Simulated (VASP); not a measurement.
# MgS (Fm-3m) in VASP: further runs, part 2 of 2

VASP 6.6.1.

## Step 5: Single point, LDA

This run uses another cell than the first one, of 17.11 Å³/atom, 1.015 times its volume.

File INCAR:

```
SYSTEM = MgS
PREC = Accurate
ENCUT = 520
EDIFF = 1E-7
ISMEAR = 0
SIGMA = 0.01
LREAL = .False.
LASPH = .True.
NELM = 60
ALGO = Normal
ISIF = 2
LWAVE = .False.
LCHARG = .True.
GGA = CA
LELF = .True.
LVHAR = .True.
NBANDS = 11
```

File KPOINTS:

```
regular mesh
0
Gamma
  8 8 8
  0 0 0
```

File POSCAR:

```
MgS
1.0
    0.0000000000      2.5770033640      2.5770033640
    2.5770033640      0.0000000000      2.5770033640
    2.5770033640      2.5770033640      0.0000000000
Mg S
1 1
Direct
    0.0000000000      0.0000000000      0.0000000000
    0.5000000000      0.5000000000      0.5000000000
```

Potentials or basis: VASP PAW LDA potentials, release 64 (Mg, S).

On the command line:

```sh
$ cat potpaw_LDA.64/Mg/POTCAR potpaw_LDA.64/S/POTCAR > POTCAR
$ mpirun -np 1 vasp_std > vasp.out
```

OUTCAR:

```text
SYSTEM = MgS
   PREC = Accurate
   ENCUT = 520
   EDIFF = 1E-7
   ISMEAR = 0
   LREAL = .False.
   LASPH = .True.
   NELM = 60
   ISIF = 2
   GGA = CA

 ion  position               nearest neighbor table
   1  0.000  0.000  0.000-   2 2.58   2 2.58   2 2.58   2 2.58   2 2.58   2 2.58
   2  0.500  0.500  0.500-   1 2.58   1 2.58   1 2.58   1 2.58   1 2.58   1 2.58

  LATTYP: Found a face centered cubic cell.
 ALAT       =     5.1540067280

  Lattice vectors:

 A1 = (   0.0000000000,   2.5770033640,   2.5770033640)
 A2 = (   2.5770033640,   0.0000000000,   2.5770033640)
 A3 = (   2.5770033640,   2.5770033640,   0.0000000000)

Analysis of symmetry for initial positions (statically):
=====================================================================
 Subroutine PRICEL returns:
 Original cell was already a primitive cell.

 Routine SETGRP: Setting up the symmetry group for a
 face centered cubic supercell.

 Subroutine GETGRP returns: Found 48 space group operations
 (whereof 48 operations were pure point group operations)
 out of a pool of 48 trial point group operations.

The static configuration has the point symmetry O_h .

Analysis of symmetry for dynamics (positions and initial velocities):
=====================================================================
 Subroutine PRICEL returns:
 Original cell was already a primitive cell.

 Routine SETGRP: Setting up the symmetry group for a
 face centered cubic supercell.

 Subroutine GETGRP returns: Found 48 space group operations
 (whereof 48 operations were pure point group operations)
 out of a pool of 48 trial point group operations.

The dynamic configuration has the point symmetry O_h .

 Subroutine INISYM returns: Found 48 space group operations
 (whereof 48 operations are pure point group operations),
 and found     1 'primitive' translations

----------------------------------------------------------------------------------------

                                     Primitive cell

  volume of cell :      34.2275

  direct lattice vectors                    reciprocal lattice vectors
     0.000000000  2.577003364  2.577003364    -0.194023806  0.194023806  0.194023806
     2.577003364  0.000000000  2.577003364     0.194023806 -0.194023806  0.194023806
     2.577003364  2.577003364  0.000000000     0.194023806  0.194023806 -0.194023806

  length of vectors
     3.644433108  3.644433108  3.644433108     0.336059089  0.336059089  0.336059089

  position of ions in fractional coordinates (direct lattice)
     0.000000000  0.000000000  0.000000000
     0.500000000  0.500000000  0.500000000

  ion indices of the primitive-cell ions
   primitive index   ion index
                 1           1
                 2           2

----------------------------------------------------------------------------------------

 KPOINTS: regular mesh

Automatic generation of k-mesh.
 Grid dimensions read from file:
 generate k-points for:    8    8    8

 Generating k-lattice:

  Cartesian coordinates                     Fractional coordinates (reciprocal lattice)
    -0.024252976  0.024252976  0.024252976     0.125000000  0.000000000  0.000000000
     0.024252976 -0.024252976  0.024252976     0.000000000  0.125000000  0.000000000
     0.024252976  0.024252976 -0.024252976     0.000000000  0.000000000  0.125000000

  Length of vectors
     0.042007386  0.042007386  0.042007386

  Shift w.r.t. Gamma in fractional coordinates (k-lattice)
     0.000000000  0.000000000  0.000000000

 Subroutine IBZKPT returns following result:
 ===========================================

 Found     29 irreducible k-points:

 Following reciprocal coordinates:
            Coordinates               Weight
  0.000000  0.000000  0.000000      1.000000
  0.125000  0.000000  0.000000      8.000000
  0.250000  0.000000  0.000000      8.000000
  0.375000  0.000000  0.000000      8.000000
  0.500000  0.000000  0.000000      4.000000
  0.125000  0.125000  0.000000      6.000000
[... 16 lines left out ...]
  0.500000  0.250000  0.125000     48.000000
 -0.375000  0.250000  0.125000     24.000000
 [... further k-points ...]
   k-points           NKPTS =     29   k-points in BZ     NKDIM =     29   number of bands    NBANDS=     11
   number of dos      NEDOS =    301   number of ions     NIONS =      2
   total plane-waves  NPLWV =  21952
   dimension x,y,z NGX =    28 NGY =   28 NGZ =   28
   dimension x,y,z NGXF=    56 NGYF=   56 NGZF=   56
   ions per type =               1   1
   NGX,Y,Z   is equivalent  to a cutoff of  12.77, 12.77, 12.77 a.u.
   NGXF,Y,Z  is equivalent  to a cutoff of  25.55, 25.55, 25.55 a.u.
 SYSTEM =  MgS
   PREC   = accura    normal or accurate (medium, high low for compatibility)
   ISTART =      0    job   : 0-new  1-cont  2-samecut
   ICHARG =      2    charge: 1-file 2-atom 10-const
   ISPIN  =      1    spin polarized calculation?
   LNONCOLLINEAR =      F non collinear calculations
   LSORBIT =      F    spin-orbit coupling
   LASPH  =      T    aspherical Exc in radial PAW
   ENCUT  =  520.0 eV  38.22 Ry    6.18 a.u.   6.78  6.78  6.78*2*pi/ulx,y,z
   NELM   =     60;   NELMIN=  2; NELMDL= -5     # of ELM steps
   EDIFF  = 0.1E-06   stopping-criterion for ELM
   LREAL  =      F    real-space projection
   EDIFFG = 0.1E-05   stopping-criterion for IOM
   NSW    =      0    number of steps for IOM
   IBRION =     -1    ionic relax: 0-MD 1-quasi-New 2-CG
   NFREE  =      0    steps in history (QN), initial steepest desc. (CG)
   ISIF   =      2    stress and relaxation
   ISYM   =      2    0-nonsym 1-usesym 2-fastsym
   POTIM  = 0.5000    time-step for ionic-motion
   TEBEG  =    0.0;   TEEND  =   0.0 temperature during run
   PSTRESS=    0.0 pullay stress
   NELECT =       8.0000    total number of electrons
   NUPDOWN=      -1.0000    fix difference up-down
   EMIN   =  10.00;   EMAX   =-10.00  energy-range for DOS
   EFERMI =   0.00;   METHOD = LEGACY
   ISMEAR =     0;   SIGMA  =   0.01  broadening in eV -4-tet -1-fermi 0-gaus
   EFERMI_NEDOS =   21; number of points for ismear=-14 and -15
   IALGO  =     38    algorithm
   IMIX   =      4    mixing-type and parameters
     AMIX     =   0.40;   BMIX     =  1.00
     AMIX_MAG =   1.60;   BMIX_MAG =  1.00
  volume/ion in A,a.u.               =      17.11       115.49
  Fermi-wavevector in a.u.,A,eV,Ry     =   1.008432  1.905660 13.836235  1.016935
  Thomas-Fermi vector in A             =   2.141298
   LORBIT       =      0    0 simple, 1 ext, 2 COOP (PROOUT), +10 PAW based schemes
   GGA     = CA    functional components
   LHFCALC =     F    Hartree Fock is set to
   AEXX    =    0.0000 exact exchange contribution
   IVDW    =     0    specifies the selected vdW correction
   LEPSILON=     F    determine dielectric tensor
   LRPA    =     F    only Hartree local field effects (RPA)
 non-spin polarized calculation
 Gauss-broadening in eV      SIGMA  =   0.01
  energy-cutoff  :      520.00
  volume of cell :       34.23
 maximum number of plane-waves:       941
   NGX = 13   NGY = 13   NGZ = 13

 number of electron       7.9999999 magnetization

 Free energy of the ion-electron system (eV)
  ---------------------------------------------------
  ext. energy  EPLUGINS =         0.00000000
  ---------------------------------------------------
  free energy    TOTEN  =        -9.58855569 eV

  energy without entropy =       -9.58855569  energy(sigma->0) =       -9.58855569

 E-fermi :   3.8981     XC(G=0): -10.1059

 val. band max:        3.8416089927   @ k =   0.0000   0.0000   0.0000
 cond. band min:       6.4602821966   @ k =   0.5000   0.5000   0.0000
 fundamental gap:      2.6186732039
 Fermi energy:         3.8980546032

 k-point     1 :       0.0000    0.0000    0.0000
  band No.  band energies     occupation
      1      -8.9654      2.00000
      2       3.8416      2.00000
      3       3.8416      2.00000
      4       3.8416      2.00000
      5       7.5616      0.00000
      6      11.6594      0.00000
      7      11.6594      0.00000
      8      11.6594      0.00000
      9      14.1372      0.00000
     10      14.1372      0.00000
     11      16.2623      0.00000
[... 309 lines left out ...]
 k-point    24 :      -0.3750    0.2500    0.1250
  band No.  band energies     occupation
      1      -7.3443      2.00000
      2      -0.6768      2.00000
      3       1.5821      2.00000
      4       2.6190      2.00000
      5       9.3001      0.00000
      6       9.8541      0.00000
      7      12.1940      0.00000
      8      13.2660      0.00000
      9      16.0702      0.00000
     10      17.1251      0.00000
     11      19.3735      0.00000

 [... further k-points ...]
[... 5 lines left out ...]
  --------------------------------------------------------------------------------------
  -------------------------------------------------------------------------------------
  Total       -0.3756008     -0.3756008     -0.3756008      0.0000000      0.0000000      0.0000000
  in kB      -17.5817520    -17.5817520    -17.5817520      0.0000000      0.0000000      0.0000000
  external PRESSURE =     -17.5817520 kB  Pullay stress =       0.0000000 kB

 VOLUME and BASIS-vectors are now :
 -----------------------------------------------------------------------------
  energy-cutoff  :      520.00
  volume of cell :       34.23
      direct lattice vectors                 reciprocal lattice vectors
     0.000000000  2.577003364  2.577003364    -0.194023806  0.194023806  0.194023806
     2.577003364  0.000000000  2.577003364     0.194023806 -0.194023806  0.194023806
     2.577003364  2.577003364  0.000000000     0.194023806  0.194023806 -0.194023806

 POSITION                                       TOTAL-FORCE (eV/Angst)
 -----------------------------------------------------------------------------------
      0.00000      0.00000      0.00000         0.000000     -0.000000      0.000000
      2.57700      2.57700      2.57700        -0.000000      0.000000     -0.000000
 -----------------------------------------------------------------------------------
    total drift:                                0.000000      0.000000      0.000000

  FREE ENERGIE OF THE ION-ELECTRON SYSTEM (eV)
  ---------------------------------------------------
  free  energy   TOTEN  =        -9.5885556860 eV

  energy  without entropy=       -9.5885556860  energy(sigma->0) =       -9.58855569
```

OSZICAR:

```text
N       E                     dE             d eps       ncg     rms          rms(c)
DAV:   1     0.203711456609E+02    0.20371E+02   -0.35882E+03   670   0.593E+02
DAV:   2    -0.873760167813E+01   -0.29109E+02   -0.28281E+02   820   0.101E+02
DAV:   3    -0.100091072189E+02   -0.12715E+01   -0.12691E+01   771   0.222E+01
DAV:   4    -0.100166511118E+02   -0.75439E-02   -0.75432E-02   749   0.205E+00
DAV:   5    -0.100167067536E+02   -0.55642E-04   -0.55641E-04   816   0.173E-01    0.454E+00
DAV:   6    -0.964223642545E+01    0.37447E+00   -0.80902E-01   730   0.349E+00    0.350E+00
DAV:   7    -0.959378445876E+01    0.48452E-01   -0.19279E-01   777   0.182E+00    0.217E+00
DAV:   8    -0.958893470216E+01    0.48498E-02   -0.11989E-02   707   0.600E-01    0.850E-01
DAV:   9    -0.958858555492E+01    0.34915E-03   -0.66569E-04   734   0.133E-01    0.366E-01
DAV:  10    -0.958856088662E+01    0.24668E-04   -0.66031E-05   774   0.389E-02    0.130E-01
DAV:  11    -0.958855563695E+01    0.52497E-05   -0.26306E-05   737   0.219E-02    0.165E-02
DAV:  12    -0.958855568597E+01   -0.49024E-07   -0.32256E-07   734   0.392E-03
   1 F= -.95885557E+01 E0= -.95885557E+01  d E =-.480966E-18
```

It took 12 s on 1 thread of AMD EPYC 7R43 (Zen 3), shared host; peak memory 0.11 GiB.

What came out:

| Property | Result |
| --- | --- |
| Free energy | -9.5886 eV |
| Pressure | -1.8 GPa |
| Band gap on the k mesh | 2.62 eV, indirect (least direct gap 3.72 eV) |

## Step 6: The runs side by side

| cell | gap on the mesh (eV) | pressure (GPa) |
| --- | --- | --- |
| a = 3.626 Å, angles 60.0°, 2 atoms | 2.65 | -0.6 |
| a = 3.608 Å, angles 60.0°, 2 atoms | 2.68 | 0.7 |
| a = 3.644 Å, angles 60.0°, 2 atoms | 2.62 | -1.8 |

Alike in all rows: task single point; level LDA; potentials or basis VASP PAW LDA potentials, release 64 (Mg, S); no spin polarisation; k mesh 8 × 8 × 8; cutoff (eV) 520; smearing gaussian 0.01 eV.

Total energies depend on the potentials used, so only differences within one code and one set of settings carry meaning.
